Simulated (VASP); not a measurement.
# Sb (Fm-3m) in VASP: a series of runs, part 2 of 2

VASP 6.6.1. The steps go on from the part before.

## Step 5: Single point, r2SCAN-based global hybrid with 25 % exact exchange

POSCAR

```
Sb
1.0
    0.0000000000      2.3712425216      2.3712425216
    2.3712425216      0.0000000000      2.3712425216
    2.3712425216      2.3712425216      0.0000000000
Sb
1
Direct
    0.0000000000      0.0000000000      0.0000000000
```

INCAR.step1

```
ALGO     = Normal         # electronic algorithm
EDIFF    = 1E-5           # SCF threshold, eV
ENCUT    = 520            # plane-wave cutoff, eV
GGA      = PE             # functional
ISIF     = 2              # what is computed and relaxed
ISMEAR   = -1             # smearing method
LASPH    = T              # aspherical terms in the spheres
LCHARG   = F              # write CHGCAR
LREAL    = F              # projectors in reciprocal space
LWAVE    = T              # write WAVECAR
NBANDS   = 8              # bands
NELM     = 60             # most SCF steps
PREC     = Accurate       # precision mode
SIGMA    = 0.05           # smearing width, eV
```

INCAR.step2

```
AEXX     = 0.25           # exact-exchange fraction
ALGO     = Normal         # electronic algorithm
EDIFF    = 1E-6           # SCF threshold, eV
ENCUT    = 520            # plane-wave cutoff, eV
ISIF     = 2              # what is computed and relaxed
ISMEAR   = -1             # smearing method
ISTART   = 1            
LASPH    = T              # aspherical terms in the spheres
LCHARG   = F              # write CHGCAR
LHFCALC  = T              # exact exchange
LMIXTAU  = T            
LREAL    = F              # projectors in reciprocal space
LWAVE    = F              # write WAVECAR
METAGGA  = R2SCAN         # meta-GGA
NBANDS   = 8              # bands
NELM     = 60             # most SCF steps
PREC     = Accurate       # precision mode
PRECFOCK = Normal       
SIGMA    = 0.05           # smearing width, eV
```

KPOINTS

```
k-points
0
Gamma
  6 6 6
```

Potentials or basis: VASP PAW PBE potentials, release 64 (Sb).

On the command line:

```
$ cat potpaw_PBE.64/Sb/POTCAR > POTCAR
$ cp INCAR.step1 INCAR
$ mpirun -np 1 vasp_std > vasp.out
$ cp INCAR.step2 INCAR
$ mpirun -np 1 vasp_std > vasp.out
```

OUTCAR:

```text
AEXX = 0.25
   EDIFF = 1E-6
   ENCUT = 520
   ISIF = 2
   ISMEAR = -1
   ISTART = 1
   LASPH = T
   LHFCALC = T
   LREAL = F
   METAGGA = R2SCAN
   NELM = 60
   PREC = Accurate
   PRECFOCK = Normal

 ion  position               nearest neighbor table
   1  0.000  0.000  0.000-

  LATTYP: Found a face centered cubic cell.
 ALAT       =     4.7424850432

  Lattice vectors:

 A1 = (   0.0000000000,   2.3712425216,   2.3712425216)
 A2 = (   2.3712425216,   0.0000000000,   2.3712425216)
 A3 = (   2.3712425216,   2.3712425216,   0.0000000000)

Analysis of symmetry for initial positions (statically):
=====================================================================
 Subroutine PRICEL returns:
 Original cell was already a primitive cell.

 Routine SETGRP: Setting up the symmetry group for a
 face centered cubic supercell.

 Subroutine GETGRP returns: Found 48 space group operations
 (whereof 48 operations were pure point group operations)
 out of a pool of 48 trial point group operations.

The static configuration has the point symmetry O_h .

Analysis of symmetry for dynamics (positions and initial velocities):
[... 157 lines left out ...]

 val. band max:        8.7099394161   @ k =  -0.3333   0.3333   0.1667
 cond. band min:       9.1224179835   @ k =  -0.3333   0.1667   0.0000
 fundamental gap:      0.4124785673
 Fermi energy:         8.7353873891

 k-point     1 :       0.0000    0.0000    0.0000
  band No.  band energies     occupation
      1      -6.9522      2.00000
      2      15.1665      0.00000
      3      15.1665      0.00000
      4      15.1665      0.00000
      5      19.8369      0.00000
      6      19.8369      0.00000
      7      19.8369      0.00000
      8      20.5614      0.00000
[... 155 lines left out ...]
 k-point    16 :      -0.3333    0.5000    0.1667
  band No.  band energies     occupation
      1      -0.2292      2.00000
      2       3.0994      2.00000
      3       5.8616      2.00000
      4       6.8349      2.00000
      5      17.4467      0.00000
      6      17.8714      0.00000
      7      23.9095      0.00000
      8      24.2115      0.00000

------------------------ aborting loop because EDIFF is reached ----------------------------------------

  FORCE on cell =-STRESS in cart. coord.  units (eV):
  Direction    XX          YY          ZZ          XY          YZ          ZX
  --------------------------------------------------------------------------------------
  -------------------------------------------------------------------------------------
  Total       -0.3355578     -0.3355578     -0.3355578      0.0000000     -0.0000000      0.0000000
  in kB      -20.1613680    -20.1613680    -20.1613680      0.0000000     -0.0000000      0.0000000
  external PRESSURE =     -20.1613680 kB  Pullay stress =       0.0000000 kB

 VOLUME and BASIS-vectors are now :
 -----------------------------------------------------------------------------
  energy-cutoff  :      520.00
  volume of cell :       26.67
      direct lattice vectors                 reciprocal lattice vectors
     0.000000000  2.371242522  2.371242522    -0.210859916  0.210859916  0.210859916
     2.371242522  0.000000000  2.371242522     0.210859916 -0.210859916  0.210859916
     2.371242522  2.371242522  0.000000000     0.210859916  0.210859916 -0.210859916

 POSITION                                       TOTAL-FORCE (eV/Angst)
 -----------------------------------------------------------------------------------
      0.00000      0.00000      0.00000         0.000000      0.000000      0.000000
 -----------------------------------------------------------------------------------
    total drift:                                0.000000      0.000000      0.000000

  FREE ENERGIE OF THE ION-ELECTRON SYSTEM (eV)
  ---------------------------------------------------
  free  energy   TOTEN  =       -21.3758471964 eV

  energy  without entropy=      -21.3684484189  energy(sigma->0) =      -21.37214781
```

OUTCAR.step1:

```text
EDIFF = 1E-5
   ENCUT = 520
   GGA = PE
   ISIF = 2
   ISMEAR = -1
   LASPH = T
[... 380 lines left out ...]

 POSITION                                       TOTAL-FORCE (eV/Angst)
 -----------------------------------------------------------------------------------
      0.00000      0.00000      0.00000        -0.000000      0.000000     -0.000000
 -----------------------------------------------------------------------------------
    total drift:                                0.000000      0.000000      0.000000

  FREE ENERGIE OF THE ION-ELECTRON SYSTEM (eV)
  ---------------------------------------------------
  free  energy   TOTEN  =        -3.8579003809 eV

  energy  without entropy=       -3.8446668525  energy(sigma->0) =       -3.85128362
```

OSZICAR.step1:

```text
N       E                     dE             d eps       ncg     rms          rms(c)
DAV:   1     0.457907586236E+01    0.45791E+01   -0.16827E+03   264   0.413E+02
DAV:   2    -0.375558549441E+01   -0.83347E+01   -0.79853E+01   376   0.513E+01
DAV:   3    -0.386245501501E+01   -0.10687E+00   -0.10672E+00   296   0.625E+00
DAV:   4    -0.386290973972E+01   -0.45472E-03   -0.45472E-03   392   0.447E-01
DAV:   5    -0.386291003650E+01   -0.29678E-06   -0.29601E-06   320   0.958E-03    0.173E+00
DAV:   6    -0.385963535899E+01    0.32747E-02   -0.18773E-03   304   0.228E-01    0.982E-01
DAV:   7    -0.385788928871E+01    0.17461E-02   -0.39205E-03   280   0.331E-01    0.506E-02
DAV:   8    -0.385790017877E+01   -0.10890E-04   -0.49461E-05   368   0.553E-02    0.712E-03
DAV:   9    -0.385790038088E+01   -0.20212E-06   -0.69089E-07   184   0.674E-03
   1 F= -.38579004E+01 E0= -.38512836E+01  d E =-.132335E-01
```

Wall time 7 min (1 thread of Intel Xeon Platinum 8175M at 2.50GHz (Skylake/Cascade Lake), shared host); peak memory 0.17 GiB.

What came out:

| Quantity | Value |
| --- | --- |
| Free energy | -21.3758 eV |
| Pressure | -2.0 GPa |
| Band gap on the k mesh | zero (an odd number of electrons rules out a gap without spin polarisation) |

Caveat: the k points lie up to 0.38 Å⁻¹ apart, too coarse for converged energies and pressures of a metal; the PAW data sets were made with another functional, which shifts forces and pressure a little; spin-orbit coupling is left out, which moves the levels of the heavy elements.

## Step 6: Overview

```csv
level,grid for exact exchange (PRECFOCK),share of exact exchange,gap on the mesh (eV),pressure (GPa)
r2SCAN,-,-,none,1.4
r2SCAN-based global hybrid with 10 % exact exchange,Normal,0.1,none,-0.1
r2SCAN-based global hybrid with 15 % exact exchange,Normal,0.15,none,-0.8
r2SCAN-based global hybrid with 25 % exact exchange,Normal,0.25,none,-2.0
```

Alike in all rows: task single point; potentials or basis VASP PAW PBE potentials, release 64 (Sb); no spin polarisation; cell as given; k mesh 6 × 6 × 6; cutoff (eV) 520; smearing fermi-dirac 0.05 eV.

Caveats: all runs use coarse meshes; the PAW data sets were made with another functional, which shifts forces and pressure a little; spin-orbit coupling is left out, which moves the levels of the heavy elements.

Total energies depend on the potentials used, so only differences within one code and one set of settings carry meaning.
